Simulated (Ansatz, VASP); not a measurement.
## Two plane-wave programs on CoH3

```
Co H
1.0
     2.32221    0.00000    0.00000
    -1.16111    2.01109    0.00000
     0.00000    0.00000    5.66290
Co H
1 3
Direct
  0.00000 0.00000 0.50000
  0.33333 0.66667 0.00000
  0.66667 0.33333 0.00000
  0.00000 0.00000 0.00000
```

Alike in both runs: functional PBE; k mesh 5 × 5 × 3; occupations gaussian, width 0.15 eV; collinear spin.

Ansatz relaxed the structure, and its values are those at the end. VASP's run is a single point on that final structure, the one shown.

|  | VASP | Ansatz |
| --- | --- | --- |
| version | VASP 6.6.1 | Ansatz 0.2.0 |
| potentials or method | VASP PAW PBE potentials, release 64 (Co, H), cutoff 520 eV | scalar-relativistic, plane waves, PAW |
| valence electrons in the cell | 12 | 20 |

Ansatz gave:

| Property | Result |
| --- | --- |
| gap on the k mesh at the Fermi level (eV) | none |
| pressure (GPa) | 0.2 |
| net moment per atom (μB) | 0.32 |
| size of the moment on the site where the two differ most (μB) | 1.34 |

Q: Estimate VASP's values.

A: gap on the k mesh at the Fermi level (eV): none; pressure (GPa): -0.1; net moment per atom (μB): 0.32; size of the moment on the site where the two differ most (μB): 1.32.

Site moments also hang on the region over which each program counts them. A gap of «none» marks a metal or a gap that the smearing closes. VASP's potentials hold 12 valence electrons a cell and Ansatz's 20, so a difference there can come from the potentials and not from the codes.

The k mesh is coarse, so the values compare programs but aren't converged.
